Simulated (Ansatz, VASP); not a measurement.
CdHgS2: VASP beside Ansatz

INCAR

```
ALGO = Normal ; EDIFF = 1E-6
ENCUT = 520 ; GGA = PE
ISIF = 2 ; ISMEAR = 0
LASPH = T ; LCHARG = T
LELF = T ; LREAL = F
LVHAR = T ; LWAVE = F
NBANDS = 46 ; NELM = 100
PREC = Accurate ; SIGMA = 0.01
```

KPOINTS

```
k-points
0
Gamma
  6 6 6
```

Contents of POSCAR:

```
CdHgS2
1.0
   -2.9771099841      2.9771099841      5.9652989617
    2.9771099841     -2.9771099841      5.9652989617
    2.9771099841      2.9771099841     -5.9652989617
Cd S Hg
2 4 2
Direct
    0.0000000000      0.0000000000      0.0000000000
    0.7500000000      0.2500000000      0.5000000000
    0.3750000000      0.3711381827      0.4961381827
    0.1211381827      0.6250000000     -0.0038618173
    0.8750000000      0.8788618173      0.5038618173
    0.6288618173      0.1250000000      0.0038618173
    0.5000000000      0.5000000000      0.0000000000
    0.2500000000      0.7500000000      0.5000000000
```

Input for Ansatz:

```yaml
crystal:
  lattice:
    - [-2.9771099841, 2.9771099841, 5.9652989617]
    - [2.9771099841, -2.9771099841, 5.9652989617]
    - [2.9771099841, 2.9771099841, -5.9652989617]
  atoms:
    - { symbol: Cd, position: [0.0, 0.0, 0.0] }
    - { symbol: S, position: [0.375, 0.3711381827, 0.4961381827] }
    - { symbol: Cd, position: [0.75, 0.25, 0.5] }
    - { symbol: S, position: [0.1211381827, 0.625, -0.0038618173] }
    - { symbol: Hg, position: [0.5, 0.5, 0.0] }
    - { symbol: S, position: [0.875, 0.8788618173, 0.5038618173] }
    - { symbol: Hg, position: [0.25, 0.75, 0.5] }
    - { symbol: S, position: [0.6288618173, 0.125, 0.0038618173] }
kpoints:
  mp_grid: { grid: [6, 6, 6] }
hamiltonian:
  xc: pbe
scf:
  occupations: { method: fixed }
  n_extra_bands: 6
output:
  forces: true
  stress: true
  eigenvalues: true
```

Alike in both runs: task single point; functional PBE; k mesh 6 × 6 × 6; no spin polarisation.

|  | VASP | Ansatz |
| --- | --- | --- |
| version | VASP 6.6.1 | Ansatz 0.2.0 |
| potentials or method | VASP PAW PBE potentials, release 64 (Cd, S, Hg) | plane waves, PAW |
| plane-wave cutoff (eV) | 520 | 420 |
| occupations | gaussian, width 0.01 eV | fixed |
| valence electrons in the cell | 72 | 104 |

Ansatz gave:

* gap on the k mesh at the Fermi level (eV): 0.24
* pressure (GPa): 0.0

Problem. Which values does VASP return?

Solution. gap on the k mesh at the Fermi level (eV): 0.24; pressure (GPa): 0.3.

VASP's potentials hold 72 valence electrons a cell and Ansatz's 104, so a difference there can come from the potentials and not from the codes.

Neither program's run includes spin-orbit coupling.
